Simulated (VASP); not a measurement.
BaTi2Cr2, 5 atoms in the cell. Symmetry: I4/mmm, No. 139, tetragonal system. The conventional cell has a = 3.957 Å, b = 3.957 Å, c = 12.802 Å, α = 90.00°, β = 90.00°, γ = 90.00°. Within 4.6 Å of Ba (site symmetry 4/mmm) lie 10 Ti at 3.34 to 4.57 Å and 8 Cr at 3.76 Å and 4 Ba at 3.96 Å. Within 3.2 Å of Ti (site symmetry 4mm) lie 4 Cr at 2.41 Å. Cr (site symmetry -4m2) has 4 Ti at 2.41 Å and 4 Cr at 2.80 Å within 3.2 Å. 

- Program: VASP 6.6.1
- Task: single point
- Functional: LDA
- Potentials or basis: VASP PAW LDA potentials, release 64 (Ba_sv, Ti_sv, Cr_pv)
- Cutoff: 520 eV
- k mesh: 5 × 5 × 5
- Occupations: fermi-dirac, width 0.1 eV
- Spin: no spin polarisation
- Dipole correction: no
- Further INCAR settings: ALGO = Normal; EDIFF = 1e-07; NBANDS = 37

Potentials or basis: VASP PAW LDA potentials, release 64 (Ba_sv, Ti_sv, Cr_pv).

Launch:

```sh
$ cat potpaw_LDA.64/Ba_sv/POTCAR potpaw_LDA.64/Ti_sv/POTCAR potpaw_LDA.64/Cr_pv/POTCAR > POTCAR
$ mpirun -np 1 vasp_std > vasp.out
```

Hardware: 1 thread of Intel(R) Xeon(R) Platinum 8488C (Sapphire Rapids), on a shared host.

**Question.** Estimate the wall time of this run.

**Answer.** It took 58 s on 1 thread of Intel(R) Xeon(R) Platinum 8488C (Sapphire Rapids), on a shared host, peak memory 0.22 GiB. Counts: scf iterations 17, k points 18.
